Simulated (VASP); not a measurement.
# Pr2B (I4/mcm) in VASP: further runs

Runs on Pr2B. Level: PBE. Tasks: single point, relaxation of cell and atoms.

Everything below comes from runs of VASP 6.6.1. Logs are shortened: lines on timing, memory, paths and dates and some standing lists are left out, and cuts for length are marked.

**1. The cell of the first run**

The structure is tetragonal, space group I4/mcm (No. 140). Conventional cell: a = 6.628 Å, b = 6.628 Å, c = 6.729 Å, α = 90.00°, β = 90.00°, γ = 90.00°. Within 3.9 Å of Pr (site symmetry m2m) lie 4 B at 2.95 Å and 7 Pr at 3.42 to 3.57 Å. B (site symmetry 422) has 8 Pr at 2.95 Å and 2 B at 3.36 Å within 3.9 Å.

The cell was built from a structure type or drawn by symmetry, and may not be a known phase.

**2. Single point, PBE**

INCAR

```
PREC     = Accurate       # precision mode
ENCUT    = 500            # plane-wave cutoff, eV
EDIFF    = 1E-6           # SCF threshold, eV
ISMEAR   = 0              # smearing method
SIGMA    = 0.2            # smearing width, eV
LREAL    = F              # projectors in reciprocal space
LASPH    = T              # aspherical terms in the spheres
NELM     = 200            # most SCF steps
ALGO     = Normal         # electronic algorithm
ISIF     = 2              # what is computed and relaxed
LWAVE    = F              # write WAVECAR
LCHARG   = F              # write CHGCAR
GGA      = PE             # functional
NBANDS   = 34             # bands
GGA_COMPAT= F            
LMAXMIX  = 6              # l up to which the mixer works
```

KPOINTS

```
Automatic mesh
0
Gamma
  4 4 4
```

POSCAR

```
Pr2B
1.0
   -3.3142317487      3.3142317487      3.3644583560
    3.3142317487     -3.3142317487      3.3644583560
    3.3142317487      3.3142317487     -3.3644583560
Pr B
4 2
Direct
    0.6865822768      0.1865822768      0.8731645536
    0.1865822768      0.3134177232      0.5000000000
    0.3134177232      0.8134177232      0.1268354464
    0.8134177232      0.6865822768      0.5000000000
    0.2500000000      0.2500000000      0.0000000000
    0.7500000000      0.7500000000      0.0000000000
```

Potentials or basis: VASP PAW PBE potentials, release 64 (Pr_3, B), 4f in core.

On the command line:

```bash
cat potpaw_PBE.64/Pr_3/POTCAR potpaw_PBE.64/B/POTCAR > POTCAR
mpirun -np 1 vasp_std > vasp.out
```

OUTCAR:

```text
PREC = Accurate
   ENCUT = 500
   EDIFF = 1E-6
   ISMEAR = 0
   LREAL = F
   LASPH = T
   NELM = 200
   ISIF = 2
   GGA = PE

 ion  position               nearest neighbor table
   1  0.687  0.187  0.873-   5 2.95   6 2.95   5 2.95   6 2.95   4 3.42   2 3.42   2 3.42   4 3.42
                             3 3.50   3 3.57   3 3.57
   2  0.187  0.313  0.500-   6 2.95   5 2.95   5 2.95   6 2.95   3 3.42   1 3.42   3 3.42   1 3.42
                             4 3.50   4 3.57   4 3.57
   3  0.313  0.813  0.127-   5 2.95   6 2.95   5 2.95   6 2.95   2 3.42   4 3.42   2 3.42   4 3.42
                             1 3.50   1 3.57   1 3.57
   4  0.813  0.687  0.500-   5 2.95   6 2.95   6 2.95   5 2.95   3 3.42   1 3.42   3 3.42   1 3.42
                             2 3.50   2 3.57   2 3.57
   5  0.250  0.250  0.000-   3 2.95   1 2.95   2 2.95   2 2.95   4 2.95   4 2.95   3 2.95   1 2.95

   6  0.750  0.750  0.000-   3 2.95   1 2.95   4 2.95   4 2.95   2 2.95   2 2.95   1 2.95   3 2.95

  LATTYP: Found a body centered tetragonal cell.
 ALAT       =     6.6284634974
 C/A-ratio  =     1.0151548266

  Lattice vectors:

 A1 = (  -3.3142317487,   3.3142317487,   3.3644583560)
 A2 = (   3.3142317487,  -3.3142317487,   3.3644583560)
 A3 = (   3.3142317487,   3.3142317487,  -3.3644583560)

Analysis of symmetry for initial positions (statically):
=====================================================================
 Subroutine PRICEL returns:
 Original cell was already a primitive cell.

 Routine SETGRP: Setting up the symmetry group for a
 body centered tetragonal supercell.

 Subroutine GETGRP returns: Found 16 space group operations
 (whereof  8 operations were pure point group operations)
 out of a pool of 16 trial point group operations.

The static configuration has the point symmetry C_4h.
 The point group associated with its full space group is D_4h.

Analysis of symmetry for dynamics (positions and initial velocities):
=====================================================================
 Subroutine PRICEL returns:
 Original cell was already a primitive cell.

 Routine SETGRP: Setting up the symmetry group for a
 body centered tetragonal supercell.

 Subroutine GETGRP returns: Found 16 space group operations
 (whereof  8 operations were pure point group operations)
 out of a pool of 16 trial point group operations.

The dynamic configuration has the point symmetry C_4h.
 The point group associated with its full space group is D_4h.

 Subroutine INISYM returns: Found 16 space group operations
 (whereof  8 operations are pure point group operations),
 and found     1 'primitive' translations

----------------------------------------------------------------------------------------

                                     Primitive cell

  volume of cell :     147.8226

  direct lattice vectors                    reciprocal lattice vectors
    -3.314231749  3.314231749  3.364458356     0.000000000  0.150864525  0.148612331
     3.314231749 -3.314231749  3.364458356     0.150864525  0.000000000  0.148612331
     3.314231749  3.314231749 -3.364458356     0.150864525  0.150864525  0.000000000

  length of vectors
     5.769561872  5.769561872  5.769561872     0.211768104  0.211768104  0.213354658

  position of ions in fractional coordinates (direct lattice)
     0.686582277  0.186582277  0.873164554
     0.186582277  0.313417723  0.500000000
     0.313417723  0.813417723  0.126835446
     0.813417723  0.686582277  0.500000000
     0.250000000  0.250000000  0.000000000
     0.750000000  0.750000000  0.000000000

  ion indices of the primitive-cell ions
   primitive index   ion index
                 1           1
                 2           2
                 3           3
                 4           4
                 5           5
                 6           6

----------------------------------------------------------------------------------------

 KPOINTS: Automatic mesh

Automatic generation of k-mesh.
 Grid dimensions read from file:
 generate k-points for:    4    4    4

 Generating k-lattice:

  Cartesian coordinates                     Fractional coordinates (reciprocal lattice)
     0.000000000  0.037716131  0.037153083     0.250000000 -0.000000000  0.000000000
     0.037716131  0.000000000  0.037153083    -0.000000000  0.250000000  0.000000000
     0.037716131  0.037716131  0.000000000     0.000000000  0.000000000  0.250000000

  Length of vectors
     0.052942026  0.052942026  0.053338664

  Shift w.r.t. Gamma in fractional coordinates (k-lattice)
     0.000000000  0.000000000  0.000000000

 Subroutine IBZKPT returns following result:
 ===========================================

 Found     13 irreducible k-points:

 Following reciprocal coordinates:
            Coordinates               Weight
  0.000000  0.000000  0.000000      1.000000
  0.250000  0.000000  0.000000      8.000000
  0.500000  0.000000  0.000000      4.000000
  0.250000  0.250000  0.000000      8.000000
  0.500000  0.250000  0.000000     16.000000
 -0.250000  0.250000  0.000000      4.000000
  0.500000  0.500000  0.000000      2.000000
  0.250000  0.250000  0.250000      2.000000
 -0.250000  0.250000  0.250000      4.000000
  0.500000  0.500000  0.250000      4.000000
 -0.250000  0.500000  0.250000      8.000000
 -0.250000 -0.250000  0.250000      2.000000
  0.500000  0.500000  0.500000      1.000000
   k-points           NKPTS =     13   k-points in BZ     NKDIM =     13   number of bands    NBANDS=     34
   number of dos      NEDOS =    301   number of ions     NIONS =      6
   total plane-waves  NPLWV =  74088
   dimension x,y,z NGX =    42 NGY =   42 NGZ =   42
   dimension x,y,z NGXF=    84 NGYF=   84 NGZF=   84
   ions per type =               4   2
   NGX,Y,Z   is equivalent  to a cutoff of  12.10, 12.10, 12.10 a.u.
   NGXF,Y,Z  is equivalent  to a cutoff of  24.20, 24.20, 24.20 a.u.
 SYSTEM =  unknown system
   PREC   = accura    normal or accurate (medium, high low for compatibility)
   ISTART =      0    job   : 0-new  1-cont  2-samecut
   ICHARG =      2    charge: 1-file 2-atom 10-const
   ISPIN  =      1    spin polarized calculation?
   LNONCOLLINEAR =      F non collinear calculations
   LSORBIT =      F    spin-orbit coupling
   LASPH  =      T    aspherical Exc in radial PAW
   ENCUT  =  500.0 eV  36.75 Ry    6.06 a.u.  10.52 10.52 10.52*2*pi/ulx,y,z
   NELM   =    200;   NELMIN=  2; NELMDL= -5     # of ELM steps
   EDIFF  = 0.1E-05   stopping-criterion for ELM
   LREAL  =      F    real-space projection
   EDIFFG = 0.1E-04   stopping-criterion for IOM
   NSW    =      0    number of steps for IOM
   IBRION =     -1    ionic relax: 0-MD 1-quasi-New 2-CG
   NFREE  =      0    steps in history (QN), initial steepest desc. (CG)
   ISIF   =      2    stress and relaxation
   ISYM   =      2    0-nonsym 1-usesym 2-fastsym
   POTIM  = 0.5000    time-step for ionic-motion
   TEBEG  =    0.0;   TEEND  =   0.0 temperature during run
   PSTRESS=    0.0 pullay stress
   NELECT =      50.0000    total number of electrons
   NUPDOWN=      -1.0000    fix difference up-down
   EMIN   =  10.00;   EMAX   =-10.00  energy-range for DOS
   EFERMI =   0.00;   METHOD = LEGACY
   ISMEAR =     0;   SIGMA  =   0.20  broadening in eV -4-tet -1-fermi 0-gaus
   EFERMI_NEDOS =   21; number of points for ismear=-14 and -15
   IALGO  =     38    algorithm
   IMIX   =      4    mixing-type and parameters
     AMIX     =   0.40;   BMIX     =  1.00
     AMIX_MAG =   1.60;   BMIX_MAG =  1.00
  volume/ion in A,a.u.               =      24.64       166.26
  Fermi-wavevector in a.u.,A,eV,Ry     =   1.140647  2.155510 17.702203  1.301075
  Thomas-Fermi vector in A             =   2.277349
   LORBIT       =      0    0 simple, 1 ext, 2 COOP (PROOUT), +10 PAW based schemes
   GGA     = PE    functional components
   LHFCALC =     F    Hartree Fock is set to
   AEXX    =    0.0000 exact exchange contribution
   IVDW    =     0    specifies the selected vdW correction
   LEPSILON=     F    determine dielectric tensor
   LRPA    =     F    only Hartree local field effects (RPA)
 non-spin polarized calculation
 Gauss-broadening in eV      SIGMA  =   0.20
  energy-cutoff  :      500.00
  volume of cell :      147.82
 maximum number of plane-waves:      3789
   NGX = 21   NGY = 21   NGZ = 21

 number of electron      50.0000001 magnetization

 Free energy of the ion-electron system (eV)
  ---------------------------------------------------
  ext. energy  EPLUGINS =         0.00000000
  ---------------------------------------------------
  free energy    TOTEN  =       -30.78822078 eV

  energy without entropy =      -30.65043773  energy(sigma->0) =      -30.71932925

 E-fermi :   3.9603     XC(G=0): -10.1827

 val. band max:        3.9339802786   @ k =   0.0000   0.0000   0.0000
 cond. band min:       4.0103004875   @ k =  -0.2500   0.2500   0.2500
 fundamental gap:      0.0763202089
 Fermi energy:         3.9603006742

 k-point     1 :       0.0000    0.0000    0.0000
  band No.  band energies     occupation
      1     -32.1651      2.00000
      2     -31.9211      2.00000
      3     -31.9211      2.00000
      4     -31.9128      2.00000
      5     -14.9166      2.00000
      6     -14.5255      2.00000
[... 26 lines left out ...]
     33       8.1023      0.00000
     34       8.1238      0.00000

 k-point     2 :       0.2500    0.0000    0.0000
  band No.  band energies     occupation
      1     -32.1292      2.00000
      2     -31.9594      2.00000
      3     -31.9210      2.00000
      4     -31.9123      2.00000
      5     -14.8910      2.00000
      6     -14.6441      2.00000
[... 26 lines left out ...]
     33       7.3513      0.00000
     34       7.9746      0.00000
[... 368 lines left out ...]
     33       6.4996      0.00000
     34       7.3155      0.00000

 k-point    13 :       0.5000    0.5000    0.5000
  band No.  band energies     occupation
      1     -32.0733      2.00000
      2     -31.9923      2.00000
      3     -31.9923      2.00000
      4     -31.8637      2.00000
      5     -14.9905      2.00000
      6     -14.7097      2.00000
[... 26 lines left out ...]
     33       5.8549      0.00000
     34       6.1429      0.00000

------------------------ aborting loop because EDIFF is reached ----------------------------------------

  FORCE on cell =-STRESS in cart. coord.  units (eV):
  Direction    XX          YY          ZZ          XY          YZ          ZX
  --------------------------------------------------------------------------------------
  -------------------------------------------------------------------------------------
  Total        0.2328809      0.2328809      0.2602690      0.0000000      0.0000000      0.0000000
  in kB        2.5240823      2.5240823      2.8209287      0.0000000      0.0000000      0.0000000
  external PRESSURE =       2.6230311 kB  Pullay stress =       0.0000000 kB

 VOLUME and BASIS-vectors are now :
 -----------------------------------------------------------------------------
  energy-cutoff  :      500.00
  volume of cell :      147.82
      direct lattice vectors                 reciprocal lattice vectors
    -3.314231749  3.314231749  3.364458356     0.000000000  0.150864525  0.148612331
     3.314231749 -3.314231749  3.364458356     0.150864525  0.000000000  0.148612331
     3.314231749  3.314231749 -3.364458356     0.150864525  0.150864525  0.000000000

 POSITION                                       TOTAL-FORCE (eV/Angst)
 -----------------------------------------------------------------------------------
      1.23675      4.55099      0.00000         0.008469      0.008469      0.000000
      2.07748      1.23675      0.00000        -0.008469      0.008469      0.000000
      2.07748     -1.23675      3.36446        -0.008469     -0.008469     -0.000000
      1.23675      2.07748      3.36446         0.008469     -0.008469      0.000000
      0.00000      0.00000      1.68223        -0.000000     -0.000000      0.000000
      0.00000      0.00000      5.04669        -0.000000     -0.000000      0.000000
 -----------------------------------------------------------------------------------
    total drift:                                0.000000     -0.000000     -0.000000

  FREE ENERGIE OF THE ION-ELECTRON SYSTEM (eV)
  ---------------------------------------------------
  free  energy   TOTEN  =       -30.7882207760 eV

  energy  without entropy=      -30.6504377280  energy(sigma->0) =      -30.71932925
```

Wall time 65 s (1 thread of Intel Xeon 6975P-C (Granite Rapids), shared host); peak memory 0.26 GiB.

What came out:

| Property | Result |
| --- | --- |
| Free energy | -30.7882 eV |
| Pressure | 0.3 GPa |
| Largest force | 0.012 eV/Å |
| Band gap on the k mesh | zero (bands 25 and 26 overlap by 0.97 eV) |

Forces on the atoms (eV/Å):
```
Pr   0.008  0.008  0.000
Pr  -0.008  0.008  0.000
Pr  -0.008 -0.008  0.000
Pr   0.008 -0.008  0.000
B    0.000  0.000  0.000
B    0.000  0.000  0.000
```

Caveat: spin-orbit coupling is left out, which moves the levels of the heavy elements; the 4f electrons are frozen in the core, so they carry no moment and show no levels. Spin polarisation is off, so any magnetic state and its effect on volume and gap are missing.

**3. Relaxation of cell and atoms, PBE**

This run uses another cell than the first one, of 24.23 Å³/atom.

INCAR

```
SYSTEM = Pr2B
  PREC = Accurate
  ENCUT = 500
  EDIFF = 1E-7
  ISMEAR = 0
  SIGMA = 0.2
  LREAL = .False.
  LASPH = .True.
  NELM = 200
  ALGO = Normal
  ISIF = 3
  LWAVE = .False.
  LCHARG = .False.
  GGA = PE
  IBRION = 2
  NSW = 36
  EDIFFG = -0.08
  GGA_COMPAT = .False.
  NELMIN = 4
  LMAXMIX = 6
```

KPOINTS

```
regular mesh
0
Gamma
  4 4 4
  0 0 0
```

POSCAR

```
Pr2B
1.0
   -3.5925873600      3.5925873600      2.8158118100
    3.5925873600     -3.5925873600      2.8158118100
    3.5925873600      3.5925873600     -2.8158118100
Pr B
4 2
Direct
    0.6579999900      0.1579999900      0.8159999800
    0.1579999900      0.3420000100      0.5000000000
    0.3420000100      0.8420000100      0.1840000200
    0.8420000100      0.6579999900      0.5000000000
    0.2500000000      0.2500000000      0.0000000000
    0.7500000000      0.7500000000      0.0000000000
```

Potentials or basis: VASP PAW PBE potentials, release 64 (Pr_3, B), 4f in core.

On the command line:

```bash
cat potpaw_PBE.64/Pr_3/POTCAR potpaw_PBE.64/B/POTCAR > POTCAR
mpirun -np 1 vasp_std > vasp.out
```

Run time: 11 min. Hardware: 1 thread of Intel Xeon 6975P-C (Granite Rapids), shared host; peak memory 0.29 GiB.

The run converged. Its results:

```
Free energy                           : -30.7853 eV
Relaxed volume                        : 24.64 Å³/atom
Relaxed cell                          : a = 5.770 Å, b = 5.770 Å, c = 5.770 Å, α = 109.76°, β = 109.76°, γ = 108.89°
Space group after relaxing (to 0.1 Å) : I4/mcm (No. 140)
Energy gained by relaxing             : 157.3 meV/atom
Ionic steps                           : 20
Pressure after relaxing               : 0.2 GPa
Largest force after relaxing          : 0.059 eV/Å
Band gap on the k mesh                : zero (bands 25 and 26 overlap by 1.04 eV)
```

Forces on the atoms (eV/Å):
```
Pr   0.041  0.041  0.000
Pr  -0.041  0.041  0.000
Pr  -0.041 -0.041  0.000
Pr   0.041 -0.041  0.000
B    0.000  0.000  0.000
B    0.000  0.000  0.000
```

Stress tensor (GPa, compression positive):
```
0.12 0.00 0.00
0.00 0.12 0.00
0.00 0.00 0.25
```

Step by step:
```
step  energy change (eV)  largest force (eV/Å)  pressure (GPa)  volume (Å³)
   1              0.0000                0.7978           -2.09       145.37
   2             -0.1505                0.5624            0.54       138.82
   3             -0.1704                0.4468            2.29       135.26
   4             -0.3109                0.2862            1.83       137.54
   5             -0.6091                0.1243            0.96       144.26
   6             -0.6847                0.1604           -1.91       157.07
   7             -0.7073                0.2462           -1.03       153.96
   8             -0.7386                0.1852           -0.28       152.14
   9             -0.7670                0.1974           -0.60       152.96
  10             -0.7846                0.2247            0.38       150.20
  11             -0.7874                0.2448            1.06       148.42
  12             -0.7968                0.2543            1.13       148.18
  13             -0.8266                0.2776            1.31       147.46
  14             -0.8867                0.2573            1.57       146.02
  15             -0.8952                0.2063            1.79       143.18
  16             -0.9202                0.1276            1.70       144.77
  17             -0.9228                0.0361            1.73       144.25
  18             -0.9387                0.1302           -0.35       149.01
  19             -0.9420                0.0807            0.23       147.58
  20             -0.9438                0.0586            0.16       147.86
```

Final structure:
```
CELL_PARAMETERS angstrom
-3.31938 3.31938 3.35496
3.31938 -3.31938 3.35496
3.31938 3.31938 -3.35496
ATOMIC_POSITIONS crystal
Pr 0.68534 0.18534 0.87069
Pr 0.18534 0.31466 0.50000
Pr 0.31466 0.81466 0.12931
Pr 0.81466 0.68534 0.50000
B 0.25000 0.25000 0.00000
B 0.75000 0.75000 0.00000
```

Levels at points of the mesh, in eV from the Fermi level:
```csv
k point,band 21,band 22,band 23,band 24,band 25,band 26,band 27,band 28,band 29,band 30
"(0.00, 0.00, 0.00)",-0.57,-0.57,-0.53,-0.23,-0.23,0.02,0.46,0.46,0.93,1.42
"(0.50, 0.00, 0.00)",-1.28,-1.28,-0.90,-0.90,-0.32,-0.32,0.67,0.67,1.32,1.32
"(0.50, 0.50, 0.00)",-1.58,-0.77,-0.57,-0.51,0.17,0.44,0.46,0.47,0.50,2.33
"(0.50, 0.50, 0.50)",-2.23,-1.87,-1.87,-1.03,0.71,1.00,1.03,1.13,1.13,1.22
```

Caveat: spin-orbit coupling is left out, which moves the levels of the heavy elements; the 4f electrons are frozen in the core, so they carry no moment and show no levels; the relaxation stopped at a loose force limit of 0.08 eV/Å, so its end isn't a converged minimum. Spin polarisation is off, so any magnetic state and its effect on volume and gap are missing.
